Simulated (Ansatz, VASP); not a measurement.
# One calculation of La2O3, two programs

```
La O
1.0
     3.93078    0.00000    0.00000
    -1.96539    3.40415    0.00000
     0.00000    0.00000    6.11195
La O
2 3
Direct
  0.66667 0.33333 0.75376
  0.33333 0.66667 0.24624
  0.66667 0.33333 0.35411
  0.33333 0.66667 0.64589
  0.00000 0.00000 0.00000
```

Alike in both runs: task single point; functional PBE; k mesh 6 × 6 × 4; occupations gaussian, width 0.1 eV; no spin polarisation.

|  | VASP | Ansatz |
| --- | --- | --- |
| version | VASP 6.6.1 | Ansatz 0.2.0 |
| potentials or method | VASP PAW PBE potentials, release 64 (La, O), cutoff 520 eV | scalar-relativistic, plane waves, PAW |
| valence electrons in the cell | 40 | 40 |

```csv
,VASP,Ansatz,Ansatz less VASP
gap on the k mesh at the Fermi level (eV),3.86,3.84,-0.018
least direct gap on the mesh (eV),3.98,3.97,-0.012
pressure (GPa),1.6,1.9,+0.29
"traceless stress, the component that is largest in VASP (GPa)",0.22,0.18,-0.042
rms of the force components (eV/Å),0.004,0.006,+0.0021
```

Atom by atom the forces differ by 0.005 eV/Å (rms over components).

Spin-orbit coupling is off throughout.
